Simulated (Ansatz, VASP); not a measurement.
## TaN in VASP and in Ansatz

```xyz
4
Lattice="2.1983 2.1983 0.0000 -2.1983 2.1983 0.0000 0.0000 0.0000 4.2646" Properties=species:S:1:pos:R:3 pbc="T T T"
Ta    0.0000    2.1983    0.0000
Ta    0.0000    0.0000    2.1323
N     0.0000    0.0000    0.0000
N     0.0000    2.1983    2.1323
```

Change from the starting cell: strain along c alone, the other axes held, atoms relaxed: -3.0 %.

Alike in both runs: task single point; functional r2SCAN; k mesh 16 × 16 × 12; occupations gaussian, width 0.1 eV; no spin polarisation.

|  | VASP | Ansatz |
| --- | --- | --- |
| version | VASP 6.6.1 | Ansatz 0.2.0 |
| potentials or method | VASP PAW PBE potentials, release 64 (Ta_pv, N), cutoff 520 eV | scalar-relativistic, plane waves, PAW |
| valence electrons in the cell | 32 | 36 |

|  | VASP | Ansatz | Ansatz less VASP |
| --- | --- | --- | --- |
| gap on the k mesh at the Fermi level (eV) | none | none | - |
| pressure (GPa) | 14.4 | 12.2 | -2.18 |
| traceless stress, the component that is largest in VASP (GPa) | 14.27 | 14.16 | -0.113 |

VASP's potentials were made for PBE, not for r2SCAN. A gap of «none» marks a metal or a gap that the smearing closes. With one functional, cell and mesh, what is left measures potentials, basis and numerics. VASP's potentials hold 32 valence electrons a cell and Ansatz's 36, so a difference there can come from the potentials and not from the codes.

Neither program's run includes spin-orbit coupling.
